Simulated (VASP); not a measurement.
Runs of VASP 6.6.1 on SrO. The structure is that of space group Fm-3m (No. 225), or close to it. The cells are those of the table. 

```tsv
cell	gap on the mesh (eV)	pressure (GPa)
a = 3.967 Å, angles 60.0°, 2 atoms	2.39	-11.5
a = 3.601, b = 3.601, c = 3.526 Å, angles 60.7, 60.7, 58.6°, 2 atoms	3.13	9.5
a = 3.379 Å, angles 60.0°, 2 atoms	2.86	38.7
a = 3.747, b = 3.747, c = 3.673 Å, angles 60.7, 60.7, 58.7°, 2 atoms	3.22	-2.3
a = 3.526 Å, angles 60.0°, 2 atoms	(c)	14.5
a = 3.894, b = 3.894, c = 3.820 Å, angles 60.6, 60.6, 58.7°, 2 atoms	(a)	-8.9
a = 3.454, b = 3.454, c = 3.379 Å, angles 60.7, 60.7, 58.6°, 2 atoms	(d)	(b)
a = 3.820 Å, angles 60.0°, 2 atoms	3.01	-7.4
```

Alike in all rows: task single point; level PBE; potentials or basis VASP PAW PBE potentials, release 64 (Sr_sv, O); no spin polarisation; k mesh 8 × 8 × 8; cutoff (eV) 520; smearing gaussian 0.05 eV.

Task: Fill in the values left out.

Result: (a) 2.76; (b) 30.0; (c) 3.19; (d) 2.81.

A k mesh can miss the band edges, and the runs leave out spin-orbit coupling on Sr.
